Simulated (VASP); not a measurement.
Wanted: the native input for a VASP 6.6.1 run.

```yaml
Task: relaxation of cell and atoms
Functional: PBE
Potentials_or_basis: VASP PAW PBE potentials, release 64 (V_sv, H, Gd)
Cutoff: 600 eV
k_mesh: 5 × 5 × 5
Occupations: methfessel-paxton, width 0.0479 eV
Spin: collinear spin, ferrimagnetic start
Starting_moments: "[0.4, 0.0, 0.0, 0.0, -6.9] μB"
Dipole_correction: no
Further_INCAR_settings: ALGO = Normal; EDIFF = 1e-07; IBRION = 2; EDIFFG = -0.01; NSW = 60; ISIF = 3
```

The structure of GdVH3 lies in POSCAR:

```
GdVH3
1.0
    3.6615011500      0.0000000000      0.0000000000
    0.0000000000      3.6615011500      0.0000000000
    0.0000000000      0.0000000000      3.6615011500
V H Gd
1 3 1
Direct
    0.0000000000      0.0000000000      0.0000000000
    0.5000000000      0.0000000000      0.0000000000
    0.0000000000      0.5000000000      0.0000000000
    0.0000000000      0.0000000000      0.5000000000
    0.5000000000      0.5000000000      0.5000000000
```

These files were run (other wordings do the same):

INCAR

```
  ALGO = Normal
  EDIFF = 1E-7
  EDIFFG = -0.01
  ENCUT = 600
  GGA = PE
  IBRION = 2
  ISIF = 3
  ISMEAR = 1
  ISPIN = 2
  LASPH = T
  LCHARG = F
  LMAXMIX = 6
  LORBIT = 11
  LREAL = F
  LWAVE = F
  MAGMOM = 0.4 0 0 0 -6.9
  NELM = 150
  NSW = 60
  PREC = Accurate
  SIGMA = 0.0479
```

KPOINTS

```
k-points
0
Gamma
  5 5 5
```

Potentials or basis: VASP PAW PBE potentials, release 64 (V_sv, H, Gd).

Launch:

```sh
$ cat potpaw_PBE.64/V_sv/POTCAR potpaw_PBE.64/H/POTCAR potpaw_PBE.64/Gd/POTCAR > POTCAR
$ mpirun -np 1 vasp_std > vasp.out
```

It gave:

| Item | Value |
| --- | --- |
| Pressure after relaxing | -0.1 GPa |
| Net moment | -6.63 μB per cell |
| Site moments | V +0.52; H +0.00; Gd -6.83 μB |
| Valence electrons inside the program's atomic spheres | V 11.64; H 0.56; Gd 15.24 |

Caveat: the relaxation stopped at its first step, so nothing moved.

Wall time 88 s on 1 thread of Intel(R) Xeon(R) Platinum 8259CL CPU @ 2.50GHz (Skylake/Cascade Lake), on a shared host, peak memory 0.21 GiB.
